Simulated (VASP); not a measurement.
# MgBe2F4 (Cmme) in VASP: notebook, part 2 of 2

VASP 6.6.1. Earlier steps stand in the parts before.

### Step 3. Single point, PBE

This run uses another cell than the first one, of 13.55 Å³/atom.

Contents of INCAR:

```
SYSTEM = MgBe2F4
  PREC = Accurate
  ENCUT = 520
  EDIFF = 1E-7
  ISMEAR = 0
  SIGMA = 0.1
  LREAL = .False.
  LASPH = .True.
  NELM = 60
  ALGO = Normal
  ISIF = 2
  LWAVE = .False.
  LCHARG = .True.
  GGA = PE
  LELF = .True.
  LVHAR = .True.
  NBANDS = 47
```

Contents of KPOINTS:

```
Automatic mesh
0
Gamma
  4 4 4
  0 0 0
```

Contents of POSCAR:

```
MgBe2F4
1.0
    3.0516653559     -4.7814722393      0.0000000000
    3.0516653559      4.7814722393      0.0000000000
    0.0000000000      0.0000000000      6.5013787627
Mg Be F
2 4 8
Direct
    0.0000000000      0.5000000000      0.0000000000
    0.5000000000      0.0000000000      0.0000000000
    0.7500000000      0.2500000000      0.4001033482
    0.2500000000      0.7500000000      0.5998966518
    0.0000000000      0.0000000000      0.0000000000
    0.5000000000      0.5000000000      0.0000000000
    0.0000000000      0.5000000000      0.5000000000
    0.5000000000      0.0000000000      0.5000000000
    0.8857436783      0.1142563217      0.2581584642
    0.6142563217      0.3857436783      0.2581584642
    0.1142563217      0.8857436783      0.7418415358
    0.3857436783      0.6142563217      0.7418415358
    0.2500000000      0.2500000000      0.0000000000
    0.7500000000      0.7500000000      0.0000000000
```

Potentials or basis: VASP PAW PBE potentials, release 64 (Mg, Be, F).

Run with:

```
cat potpaw_PBE.64/Mg/POTCAR potpaw_PBE.64/Be/POTCAR potpaw_PBE.64/F/POTCAR > POTCAR
mpirun -np 1 vasp_std > vasp.out
```

It took 4.1 min on 1 thread of AMD EPYC 7R43 (Zen 3), shared host; peak memory 0.32 GiB.

It converged, with:

| Quantity | Value |
| --- | --- |
| Free energy | -63.7547 eV |
| Pressure | 0.0 GPa |
| Largest force | 0.080 eV/Å |
| Band gap on the k mesh | 0.46 eV |

Forces in eV/Å, atoms in the order of the input:
```
Mg   0.000  0.000  0.000
Mg   0.000  0.000  0.000
Be   0.000  0.000  0.080
Be   0.000  0.000 -0.080
Be   0.000  0.000  0.000
Be   0.000  0.000  0.000
F    0.000  0.000  0.000
F    0.000  0.000  0.000
F    0.000 -0.044 -0.038
F    0.000  0.044 -0.038
F    0.000  0.044  0.038
F    0.000 -0.044  0.038
F    0.000  0.000  0.000
F    0.000  0.000  0.000
```

Stress tensor (GPa, compression positive):
```
-0.16  0.00  0.00
 0.00 -0.02  0.00
 0.00  0.00  0.22
```

Levels at points of the mesh, in eV from the valence-band top:
| k point | band 31 | band 32 | band 33 | band 34 | band 35 | band 36 | band 37 | band 38 |
| --- | --- | --- | --- | --- | --- | --- | --- | --- |
| (0.00, 0.00, 0.00) | -6.07 | -6.03 | -2.80 | -0.84 | 1.82 | 2.65 | 2.94 | 3.04 |
| (0.50, 0.00, 0.00) | -6.08 | -6.08 | -1.52 | -1.52 | 1.36 | 1.36 | 3.44 | 3.44 |
| (0.50, 0.50, 0.00) | -6.00 | -5.93 | -1.73 | 0.00 | 0.46 | 1.09 | 1.85 | 3.52 |
| (0.00, 0.00, 0.50) | -6.05 | -5.88 | -2.40 | -0.92 | 1.49 | 1.82 | 2.86 | 3.23 |
| (0.50, 0.00, 0.50) | -6.10 | -6.10 | -1.38 | -1.38 | 1.42 | 1.42 | 2.65 | 2.65 |
| (0.50, 0.50, 0.50) | -6.16 | -5.96 | -1.52 | -0.13 | 0.55 | 1.16 | 1.97 | 2.68 |

### Step 4. Relaxation of cell and atoms, PBE

Contents of INCAR:

```
SYSTEM = MgBe2F4
  PREC = Accurate
  ENCUT = 600
  EDIFF = 1E-6
  ISMEAR = 0
  SIGMA = 0.1
  LREAL = .False.
  LASPH = .True.
  NELM = 60
  ALGO = Normal
  ISIF = 3
  LWAVE = .False.
  LCHARG = .False.
  GGA = PE
  IBRION = 2
  NSW = 90
  EDIFFG = -0.04
```

Contents of KPOINTS:

```
regular mesh
0
Gamma
  4 4 4
  0 0 0
```

Contents of POSCAR:

```
MgBe2F4
1.0
    2.6296328500     -4.6183582500      0.0000000000
    2.6296328500      4.6183582500      0.0000000000
    0.0000000000      0.0000000000      4.9798116800
Mg Be F
2 4 8
Direct
    0.0000000000      0.5000000000      0.0000000000
    0.5000000000      0.0000000000      0.0000000000
    0.7500000000      0.2500000000      0.3554073800
    0.2500000000      0.7500000000      0.6445926200
    0.0000000000      0.0000000000      0.0000000000
    0.5000000000      0.5000000000      0.0000000000
    0.0000000000      0.5000000000      0.5000000000
    0.5000000000      0.0000000000      0.5000000000
    0.8750000000      0.1250000000      0.1777036900
    0.6250000000      0.3750000000      0.1777036900
    0.1250000000      0.8750000000      0.8222963100
    0.3750000000      0.6250000000      0.8222963100
    0.2500000000      0.2500000000      0.0000000000
    0.7500000000      0.7500000000      0.0000000000
```

Run with:

```
cat potpaw_PBE.64/Mg/POTCAR potpaw_PBE.64/Be/POTCAR potpaw_PBE.64/F/POTCAR > POTCAR
mpirun -np 1 vasp_std > vasp.out
```

It took 38 min on 1 thread of AMD EPYC 7R43 (Zen 3), shared host; peak memory 0.29 GiB.

The run converged. Its results:

| Property | Result |
| --- | --- |
| Free energy | -63.2869 eV |
| Relaxed volume | 12.58 Å³/atom |
| Relaxed cell | a = 5.664 Å, b = 5.664 Å, c = 5.995 Å, α = 90.00°, β = 90.00°, γ = 113.68° |
| Space group after relaxing (to 0.1 Å) | Cmme (No. 67) |
| Energy gained by relaxing | 1234.4 meV/atom |
| Ionic steps | 19 |
| Pressure after relaxing | -0.2 GPa |
| Largest force after relaxing | 0.023 eV/Å |
| Band gap on the k mesh | 0.65 eV |

Forces on the atoms (eV/Å):
```
Mg   0.000  0.000  0.000
Mg   0.000  0.000  0.000
Be   0.000  0.000 -0.014
Be   0.000  0.000  0.014
Be   0.000  0.000  0.000
Be   0.000  0.000  0.000
F    0.000  0.000  0.000
F    0.000  0.000  0.000
F    0.000 -0.023 -0.005
F    0.000  0.023 -0.005
F    0.000  0.023  0.005
F    0.000 -0.023  0.005
F    0.000  0.000  0.000
F    0.000  0.000  0.000
```

Stress tensor (GPa, compression positive):
```
-0.26  0.00  0.00
 0.00 -0.13  0.00
 0.00  0.00 -0.30
```

The path:
```tsv
step	energy change (eV)	largest force (eV/Å)	pressure (GPa)	volume (Å³)
1	0.0000	5.9645	86.16	120.96
2	-14.2609	0.5398	-14.74	221.24
3	-16.1106	1.5674	0.50	183.97
4	-16.1254	1.4501	-0.70	186.24
5	-16.5711	0.7952	-0.78	186.13
6	-16.7218	0.7914	-0.42	185.89
7	-16.8939	0.5554	0.02	184.81
8	-17.0189	0.6201	0.98	183.11
9	-17.1317	0.3797	-1.06	185.52
10	-17.1538	0.2333	-2.41	187.17
11	-17.2254	0.1609	-1.20	183.41
12	-17.2416	0.2061	-0.28	180.68
13	-17.2569	0.1092	-0.22	179.63
14	-17.2711	0.1072	-0.09	177.58
15	-17.2715	0.1403	-0.03	177.15
16	-17.2791	0.0601	0.03	176.04
17	-17.2792	0.0558	0.02	176.14
18	-17.2801	0.0423	-0.06	176.13
19	-17.2810	0.0232	-0.23	176.11
```

Final structure:
```xyz
14
Lattice="3.0979 -4.7416 0.0000 3.0979 4.7416 0.0000 0.0000 0.0000 5.9946" Properties=species:S:1:pos:R:3 pbc="T T T"
Mg    1.5489    2.3708    0.0000
Mg    1.5489   -2.3708    0.0000
Be    3.0979   -2.3708    2.4865
Be    3.0979    2.3708    3.5081
Be    0.0000    0.0000    0.0000
Be    3.0979    0.0000    0.0000
F     1.5489    2.3708    2.9973
F     1.5489   -2.3708    2.9973
F     3.0979   -3.7015    1.5930
F     3.0979   -1.0400    1.5930
F     3.0979    3.7015    4.4016
F     3.0979    1.0400    4.4016
F     1.5489    0.0000    0.0000
F     4.6468    0.0000    0.0000
```

Levels at points of the mesh, in eV from the valence-band top:
```csv
k point,band 30,band 31,band 32,band 33,band 34,band 35,band 36,band 37,band 38,band 39
"(0.00, 0.00, 0.00)",-6.56,-6.30,-6.24,-2.84,-0.74,1.91,2.51,2.90,3.10,3.40
"(0.50, 0.00, 0.00)",-6.58,-6.27,-6.27,-1.51,-1.51,1.44,1.44,3.43,3.43,4.54
"(0.50, 0.50, 0.00)",-6.72,-6.16,-6.12,-1.73,0.00,0.65,1.20,1.73,3.21,3.98
"(0.00, 0.00, 0.50)",-6.59,-6.27,-6.03,-2.20,-0.88,1.53,1.91,2.88,3.40,4.68
"(0.50, 0.00, 0.50)",-6.50,-6.32,-6.32,-1.26,-1.26,1.54,1.54,2.62,2.62,4.68
"(0.50, 0.50, 0.50)",-6.66,-6.42,-6.16,-1.36,-0.25,0.87,1.34,1.98,2.70,3.56
```

Caveat: the volume moved by over 15 % at a fixed basis, so the end points are rough. A k mesh can miss the band edges.

### Step 5. Overview

| task | cell | cutoff (eV) | gap on the mesh (eV) | pressure (GPa) | largest force (eV/Å) |
| --- | --- | --- | --- | --- | --- |
| single point | a = 5.315, b = 5.315, c = 4.980 Å, angles 90.0, 90.0, 120.7°, 14 atoms, atomic positions A | 520 | none | 86.4 | 5.97 |
| single point | a = 5.672, b = 5.672, c = 6.501 Å, angles 90.0, 90.0, 114.9°, 14 atoms, atomic positions B | 520 | 0.46 | 0.0 | 0.08 |
| relaxation of cell and atoms | relaxed from a = 5.315, b = 5.315, c = 4.980 Å, angles 90.0, 90.0, 120.7°, 14 atoms, atomic positions A | 600 | 0.65 | -0.2 | 0.02 |

Alike in all rows: level PBE; potentials or basis VASP PAW PBE potentials, release 64 (Mg, Be, F); no spin polarisation; k mesh 4 × 4 × 4; smearing gaussian 0.1 eV.

Caveats: the stress differs along the axes, from 70 to 116 GPa (at least some runs); forces of over 1 eV/Å act on the atoms, so gaps and moduli don't describe the material at rest (at least some runs); the volume moved by over 15 % at a fixed basis, so the end points are rough (at least some runs).

Total energies depend on the potentials used, so only differences within one code and one set of settings carry meaning.
